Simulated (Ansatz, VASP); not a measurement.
## One calculation of CsI, two programs

INCAR

```
ALGO = Normal
EDIFF = 1E-6
ENCUT = 500
GGA = PE
GGA_COMPAT = F
ISIF = 2
ISMEAR = 0
LASPH = T
LCHARG = F
LREAL = F
LWAVE = F
NBANDS = 15
NELM = 120
PREC = Accurate
SIGMA = 0.05
```

Contents of KPOINTS:

```
k-points
0
Gamma
  8 8 8
```

The input POSCAR:

```
CsI
1.0
    4.7268621301      0.0000000000      0.0000000000
    0.0000000000      4.7268621301      0.0000000000
    0.0000000000      0.0000000000      4.7268621301
Cs I
1 1
Direct
    0.0000000000      0.0000000000      0.0000000000
    0.5000000000      0.5000000000      0.5000000000
```

Input for Ansatz:

```yaml
crystal:
  lattice:
    - [4.7268621301, 0.0, 0.0]
    - [0.0, 4.7268621301, 0.0]
    - [0.0, 0.0, 4.7268621301]
  atoms:
    - { symbol: Cs, position: [0.0, 0.0, 0.0] }
    - { symbol: I, position: [0.5, 0.5, 0.5] }
basis:
  ecutwfc: 420
  ecutrho_ratio: 4
kpoints:
  mp_grid: { grid: [8, 8, 8] }
hamiltonian:
  xc: pbe
scf:
  occupations: { method: gaussian, width: 0.05 }
output:
  forces: true
  stress: true
  eigenvalues: true
  write_density: true
  write_potential: true
  elf: true
  volumetric_format: npy
```

Alike in both runs: task single point; functional PBE; k mesh 8 × 8 × 8; occupations gaussian, width 0.05 eV; no spin polarisation.

|  | VASP | Ansatz |
| --- | --- | --- |
| version | VASP 6.6.1 | Ansatz 0.2.0 |
| potentials or method | VASP PAW PBE potentials, release 64 (Cs_sv, I), cutoff 500 eV | scalar-relativistic, plane waves, PAW |
| valence electrons in the cell | 16 | 26 |

```tsv
	VASP	Ansatz	Ansatz less VASP
gap on the k mesh at the Fermi level (eV)	3.57	3.58	+0.010
least direct gap on the mesh (eV)	3.67	3.67	+0.008
pressure (GPa)	-0.3	-0.3	-0.02
```

The functional is the same, so the differences come from potentials, cutoffs and numerics. VASP's potentials hold 16 valence electrons a cell and Ansatz's 26, so a difference there can come from the potentials and not from the codes.

Neither program's run includes spin-orbit coupling.
